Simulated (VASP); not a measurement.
# YbZn6 (Pm-3m) in VASP: single point with PBE

Aim: the single point of YbZn6 with PBE.

Everything below comes from runs of VASP 6.6.1. Logs are shortened: lines on timing, memory, paths and dates and some standing lists are left out, and cuts for length are marked.

**1. The cell of the first run**

The structure is cubic, space group Pm-3m (No. 221). Conventional cell: a = 4.771 Å, b = 4.771 Å, c = 4.771 Å, α = 90.00°, β = 90.00°, γ = 90.00°. Within 4.6 Å of Yb (site symmetry m-3m) lie 24 Zn at 3.52 Å. Within 2.6 Å of Zn (site symmetry 4mm) lie 5 Zn at 1.98 Å.

**2. Single point, PBE**

Input file INCAR:

```
PREC = Accurate
ENCUT = 520
EDIFF = 1E-6
ISMEAR = 0
SIGMA = 0.1
LREAL = F
LASPH = T
NELM = 100
ALGO = Normal
ISIF = 2
LWAVE = F
LCHARG = F
GGA = PE
NBANDS = 57
```

Input file KPOINTS:

```
Automatic mesh
0
Gamma
  4 4 4
```

Input file POSCAR:

```
YbZn6
1.0
    4.7711168400      0.0000000000      0.0000000000
    0.0000000000      4.7711168400      0.0000000000
    0.0000000000      0.0000000000      4.7711168400
Yb Zn
1 6
Direct
    0.0000000000      0.0000000000      0.0000000000
    0.5000000000      0.5000000000      0.2070000000
    0.5000000000      0.5000000000      0.7930000000
    0.2070000000      0.5000000000      0.5000000000
    0.7930000000      0.5000000000      0.5000000000
    0.5000000000      0.2070000000      0.5000000000
    0.5000000000      0.7930000000      0.5000000000
```

Potentials or basis: VASP PAW PBE potentials, release 64 (Yb, Zn).

Command:

```console
> cat potpaw_PBE.64/Yb/POTCAR potpaw_PBE.64/Zn/POTCAR > POTCAR
> mpirun -np 1 vasp_std > vasp.out
```

OUTCAR:

```text
PREC = Accurate
   ENCUT = 520
   EDIFF = 1E-6
   ISMEAR = 0
   LREAL = F
   LASPH = T
   NELM = 100
   ISIF = 2
   GGA = PE

 ion  position               nearest neighbor table
   1  0.000  0.000  0.000-
   2  0.500  0.500  0.207-   3 1.98   4 1.98   5 1.98   6 1.98   7 1.98   3 2.80
   3  0.500  0.500  0.793-   2 1.98   4 1.98   5 1.98   6 1.98   7 1.98   2 2.80
   4  0.207  0.500  0.500-   5 1.98   3 1.98   2 1.98   6 1.98   7 1.98   5 2.80
   5  0.793  0.500  0.500-   4 1.98   3 1.98   2 1.98   6 1.98   7 1.98   4 2.80
   6  0.500  0.207  0.500-   7 1.98   3 1.98   4 1.98   5 1.98   2 1.98   7 2.80
   7  0.500  0.793  0.500-   6 1.98   3 1.98   4 1.98   5 1.98   2 1.98   6 2.80

  LATTYP: Found a simple cubic cell.
 ALAT       =     4.7711168400

  Lattice vectors:

 A1 = (   4.7711168400,   0.0000000000,   0.0000000000)
 A2 = (   0.0000000000,   4.7711168400,   0.0000000000)
 A3 = (   0.0000000000,   0.0000000000,   4.7711168400)

Analysis of symmetry for initial positions (statically):
=====================================================================
 Subroutine PRICEL returns:
 Original cell was already a primitive cell.

 Routine SETGRP: Setting up the symmetry group for a
 simple cubic supercell.

 Subroutine GETGRP returns: Found 48 space group operations
 (whereof 48 operations were pure point group operations)
 out of a pool of 48 trial point group operations.

The static configuration has the point symmetry O_h .

Analysis of symmetry for dynamics (positions and initial velocities):
=====================================================================
 Subroutine PRICEL returns:
 Original cell was already a primitive cell.

 Routine SETGRP: Setting up the symmetry group for a
 simple cubic supercell.

 Subroutine GETGRP returns: Found 48 space group operations
 (whereof 48 operations were pure point group operations)
 out of a pool of 48 trial point group operations.

The dynamic configuration has the point symmetry O_h .

 Subroutine INISYM returns: Found 48 space group operations
 (whereof 48 operations are pure point group operations),
 and found     1 'primitive' translations

----------------------------------------------------------------------------------------

                                     Primitive cell

  volume of cell :     108.6076

  direct lattice vectors                    reciprocal lattice vectors
     4.771116840  0.000000000  0.000000000     0.209594532  0.000000000  0.000000000
     0.000000000  4.771116840  0.000000000     0.000000000  0.209594532  0.000000000
     0.000000000  0.000000000  4.771116840     0.000000000  0.000000000  0.209594532

  length of vectors
     4.771116840  4.771116840  4.771116840     0.209594532  0.209594532  0.209594532

  position of ions in fractional coordinates (direct lattice)
     0.000000000  0.000000000  0.000000000
     0.500000000  0.500000000  0.207000000
     0.500000000  0.500000000  0.793000000
     0.207000000  0.500000000  0.500000000
     0.793000000  0.500000000  0.500000000
     0.500000000  0.207000000  0.500000000
     0.500000000  0.793000000  0.500000000

  ion indices of the primitive-cell ions
   primitive index   ion index
                 1           1
                 2           2
                 3           3
                 4           4
                 5           5
                 6           6
                 7           7

----------------------------------------------------------------------------------------

 KPOINTS: Automatic mesh

Automatic generation of k-mesh.
 Grid dimensions read from file:
 generate k-points for:    4    4    4

 Generating k-lattice:

  Cartesian coordinates                     Fractional coordinates (reciprocal lattice)
     0.052398633  0.000000000  0.000000000     0.250000000  0.000000000  0.000000000
     0.000000000  0.052398633  0.000000000     0.000000000  0.250000000  0.000000000
     0.000000000  0.000000000  0.052398633     0.000000000  0.000000000  0.250000000

  Length of vectors
     0.052398633  0.052398633  0.052398633

  Shift w.r.t. Gamma in fractional coordinates (k-lattice)
     0.000000000  0.000000000  0.000000000

 Subroutine IBZKPT returns following result:
 ===========================================

 Found     10 irreducible k-points:

 Following reciprocal coordinates:
            Coordinates               Weight
  0.000000  0.000000  0.000000      1.000000
  0.250000  0.000000  0.000000      6.000000
  0.500000  0.000000  0.000000      3.000000
  0.250000  0.250000  0.000000     12.000000
  0.500000  0.250000  0.000000     12.000000
  0.500000  0.500000  0.000000      3.000000
  0.250000  0.250000  0.250000      8.000000
  0.500000  0.250000  0.250000     12.000000
  0.500000  0.500000  0.250000      6.000000
  0.500000  0.500000  0.500000      1.000000
   k-points           NKPTS =     10   k-points in BZ     NKDIM =     10   number of bands    NBANDS=     57
   number of dos      NEDOS =    301   number of ions     NIONS =      7
   total plane-waves  NPLWV =  46656
   dimension x,y,z NGX =    36 NGY =   36 NGZ =   36
   dimension x,y,z NGXF=    72 NGYF=   72 NGZF=   72
   ions per type =               1   6
   NGX,Y,Z   is equivalent  to a cutoff of  12.54, 12.54, 12.54 a.u.
   NGXF,Y,Z  is equivalent  to a cutoff of  25.09, 25.09, 25.09 a.u.
 SYSTEM =  unknown system
   PREC   = accura    normal or accurate (medium, high low for compatibility)
   ISTART =      0    job   : 0-new  1-cont  2-samecut
   ICHARG =      2    charge: 1-file 2-atom 10-const
   ISPIN  =      1    spin polarized calculation?
   LNONCOLLINEAR =      F non collinear calculations
   LSORBIT =      F    spin-orbit coupling
   LASPH  =      T    aspherical Exc in radial PAW
   ENCUT  =  520.0 eV  38.22 Ry    6.18 a.u.   8.87  8.87  8.87*2*pi/ulx,y,z
   NELM   =    100;   NELMIN=  2; NELMDL= -5     # of ELM steps
   EDIFF  = 0.1E-05   stopping-criterion for ELM
   LREAL  =      F    real-space projection
   EDIFFG = 0.1E-04   stopping-criterion for IOM
   NSW    =      0    number of steps for IOM
   IBRION =     -1    ionic relax: 0-MD 1-quasi-New 2-CG
   NFREE  =      0    steps in history (QN), initial steepest desc. (CG)
   ISIF   =      2    stress and relaxation
   ISYM   =      2    0-nonsym 1-usesym 2-fastsym
   POTIM  = 0.5000    time-step for ionic-motion
   TEBEG  =    0.0;   TEEND  =   0.0 temperature during run
   PSTRESS=    0.0 pullay stress
   NELECT =      96.0000    total number of electrons
   NUPDOWN=      -1.0000    fix difference up-down
   EMIN   =  10.00;   EMAX   =-10.00  energy-range for DOS
   EFERMI =   0.00;   METHOD = LEGACY
   ISMEAR =     0;   SIGMA  =   0.10  broadening in eV -4-tet -1-fermi 0-gaus
   EFERMI_NEDOS =   21; number of points for ismear=-14 and -15
   IALGO  =     38    algorithm
   IMIX   =      4    mixing-type and parameters
     AMIX     =   0.40;   BMIX     =  1.00
     AMIX_MAG =   1.60;   BMIX_MAG =  1.00
  volume/ion in A,a.u.               =      15.52       104.70
  Fermi-wavevector in a.u.,A,eV,Ry     =   1.571129  2.969003 33.585253  2.468446
  Thomas-Fermi vector in A             =   2.672759
   LORBIT       =      0    0 simple, 1 ext, 2 COOP (PROOUT), +10 PAW based schemes
   GGA     = PE    functional components
   LHFCALC =     F    Hartree Fock is set to
   AEXX    =    0.0000 exact exchange contribution
   IVDW    =     0    specifies the selected vdW correction
   LEPSILON=     F    determine dielectric tensor
   LRPA    =     F    only Hartree local field effects (RPA)
 non-spin polarized calculation
 Gauss-broadening in eV      SIGMA  =   0.10
  energy-cutoff  :      520.00
  volume of cell :      108.61
 maximum number of plane-waves:      2968
 NGX is ok and might be reduce to    36
   NGX = 17   NGY = 17   NGZ = 17

 number of electron      96.0000205 magnetization

 Free energy of the ion-electron system (eV)
  ---------------------------------------------------
  ext. energy  EPLUGINS =         0.00000000
  ---------------------------------------------------
  free energy    TOTEN  =         9.41567697 eV

  energy without entropy =        9.42522905  energy(sigma->0) =        9.42045301

 E-fermi :   3.6740     XC(G=0): -11.3956

 val. band max:        3.5885898999   @ k =   0.2500   0.2500   0.0000
 cond. band min:       3.7251743923   @ k =   0.5000   0.0000   0.0000
 fundamental gap:      0.1365844924
 Fermi energy:         3.6740491565

 k-point     1 :       0.0000    0.0000    0.0000
  band No.  band energies     occupation
      1     -48.1803      2.00000
      2     -20.5114      2.00000
      3     -20.5114      2.00000
      4     -20.5114      2.00000
      5     -11.4664      2.00000
      6      -8.0929      2.00000
[... 49 lines left out ...]
     56       8.2421      0.00000
     57       8.2421      0.00000

 k-point     2 :       0.2500    0.0000    0.0000
  band No.  band energies     occupation
      1     -48.1802      2.00000
      2     -20.5183      2.00000
      3     -20.5109      2.00000
      4     -20.5109      2.00000
      5     -11.2889      2.00000
      6      -8.2637      2.00000
[... 49 lines left out ...]
     56       8.2257      0.00000
     57       8.3585      0.00000

 k-point     3 :       0.5000    0.0000    0.0000
  band No.  band energies     occupation
      1     -48.1802      2.00000
      2     -20.5250      2.00000
      3     -20.5104      2.00000
      4     -20.5104      2.00000
      5     -11.0818      2.00000
      6      -8.4709      2.00000
[... 354 lines left out ...]
      1     -48.1800      2.00000
      2     -20.5219      2.00000
      3     -20.5219      2.00000
      4     -20.5152      2.00000
      5     -10.3933      2.00000
      6      -8.2386      2.00000
[... 49 lines left out ...]
     56       8.2691      0.00000
     57       8.4827      0.00000

 k-point    10 :       0.5000    0.5000    0.5000
  band No.  band energies     occupation
      1     -48.1800      2.00000
      2     -20.5210      2.00000
      3     -20.5210      2.00000
      4     -20.5210      2.00000
      5     -10.0682      2.00000
      6      -8.1501      2.00000
[... 49 lines left out ...]
     56       8.5827      0.00000
     57       8.5827      0.00000

------------------------ aborting loop because EDIFF is reached ----------------------------------------

  FORCE on cell =-STRESS in cart. coord.  units (eV):
  Direction    XX          YY          ZZ          XY          YZ          ZX
  --------------------------------------------------------------------------------------
  -------------------------------------------------------------------------------------
  Total       63.0231826     63.0231826     63.0231826     -0.0000000      0.0000000      0.0000000
  in kB      929.7169664    929.7169664    929.7169664     -0.0000000      0.0000000      0.0000000
  external PRESSURE =     929.7169664 kB  Pullay stress =       0.0000000 kB

 VOLUME and BASIS-vectors are now :
 -----------------------------------------------------------------------------
  energy-cutoff  :      520.00
  volume of cell :      108.61
      direct lattice vectors                 reciprocal lattice vectors
     4.771116840  0.000000000  0.000000000     0.209594532  0.000000000  0.000000000
     0.000000000  4.771116840  0.000000000     0.000000000  0.209594532  0.000000000
     0.000000000  0.000000000  4.771116840     0.000000000  0.000000000  0.209594532

 POSITION                                       TOTAL-FORCE (eV/Angst)
 -----------------------------------------------------------------------------------
      0.00000      0.00000      0.00000         0.000000      0.000000     -0.000000
      2.38556      2.38556      0.98762         0.000000      0.000000    -12.972809
      2.38556      2.38556      3.78350        -0.000000      0.000000     12.972809
      0.98762      2.38556      2.38556       -12.972809      0.000000     -0.000000
      3.78350      2.38556      2.38556        12.972809      0.000000      0.000000
      2.38556      0.98762      2.38556         0.000000    -12.972809     -0.000000
      2.38556      3.78350      2.38556        -0.000000     12.972809      0.000000
 -----------------------------------------------------------------------------------
    total drift:                                0.000000      0.000000      0.000000

  FREE ENERGIE OF THE ION-ELECTRON SYSTEM (eV)
  ---------------------------------------------------
  free  energy   TOTEN  =         9.4156769678 eV

  energy  without entropy=        9.4252290500  energy(sigma->0) =        9.42045301
```

It took 84 s on 1 thread of Intel Xeon Platinum 8488C (Sapphire Rapids), shared host; peak memory 0.23 GiB.

Results:

```yaml
Free_energy: 9.4157 eV
Pressure: 93.0 GPa
Largest_force: 12.973 eV/Å
Band_gap_on_the_k_mesh: zero (band 48 reaches 3.73 eV, above the bottom of band 49 at 3.32 eV)
```

Forces on the atoms (eV/Å):
```
Yb    0.000   0.000   0.000
Zn    0.000   0.000 -12.973
Zn    0.000   0.000  12.973
Zn  -12.973   0.000   0.000
Zn   12.973   0.000   0.000
Zn    0.000 -12.973   0.000
Zn    0.000  12.973   0.000
```

Levels at points of the mesh, in eV from the Fermi level:
```csv
k point,band 45,band 46,band 47,band 48,band 49,band 50,band 51,band 52
"(0.00, 0.00, 0.00)",-0.44,-0.40,-0.40,-0.40,1.87,1.87,1.87,3.41
"(0.50, 0.00, 0.00)",-0.43,-0.43,-0.37,0.05,0.05,0.51,1.31,3.04
"(0.50, 0.50, 0.00)",-0.44,-0.44,-0.43,-0.42,-0.36,2.36,2.36,3.15
"(0.50, 0.50, 0.50)",-0.43,-0.43,-0.43,-0.43,1.11,4.10,4.10,4.10
```

Caveat: spin-orbit coupling is left out, which moves the levels of the heavy elements; without U or exact exchange the open f shell lies at the Fermi level, which spoils levels, moments and volumes; forces of over 1 eV/Å act on the atoms, so gaps and moduli don't describe the material at rest. Spin polarisation is off, so any magnetic state and its effect on volume and gap are missing.
